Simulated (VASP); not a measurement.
Ca3Y: single point with LDA

The system is Ca3Y.

```
CELL_PARAMETERS angstrom
0.00000 4.24557 4.24557
4.24557 0.00000 4.24557
4.24557 4.24557 0.00000
ATOMIC_POSITIONS crystal
Ca 0.25000 0.25000 0.25000
Ca 0.75000 0.75000 0.75000
Ca 0.50000 0.50000 0.50000
Y 0.00000 0.00000 0.00000
```

- Program: VASP 6.6.1
- Task: single point
- Functional: LDA
- Potentials or basis: VASP PAW LDA potentials, release 64 (Ca_sv, Y_sv)
- Cutoff: 520 eV
- k mesh: 2 × 2 × 2
- Occupations: fermi-dirac, width 0.05 eV
- Spin: no spin polarisation
- Dipole correction: no
- Further INCAR settings: ALGO = Normal; EDIFF = 1e-06; NBANDS = 28

| Quantity | Value |
| --- | --- |
| Pressure | -2.8 GPa |
| Band gap on the k mesh | zero (an odd number of electrons rules out a gap without spin polarisation) |

Levels at points of the mesh, in eV from the Fermi level:
| k point | band 17 | band 18 | band 19 | band 20 | band 21 | band 22 | band 23 | band 24 |
| --- | --- | --- | --- | --- | --- | --- | --- | --- |
| (0.00, 0.00, 0.00) | -4.44 | -0.54 | -0.54 | -0.20 | -0.20 | -0.20 | 0.31 | 0.31 |
| (0.50, 0.00, 0.00) | -2.81 | -2.58 | -0.34 | -0.34 | 0.09 | 0.09 | 0.17 | 0.61 |
| (0.50, 0.50, 0.00) | -2.32 | -2.09 | -1.39 | -1.32 | 0.09 | 0.09 | 0.70 | 0.71 |

Run time: 21 s on 1 thread of Intel(R) Xeon(R) Platinum 8259CL CPU @ 2.50GHz (Skylake/Cascade Lake), on a shared host, peak memory 0.25 GiB.

Caveat: the k points lie up to 0.64 Å⁻¹ apart, too coarse for converged energies and pressures of a metal.
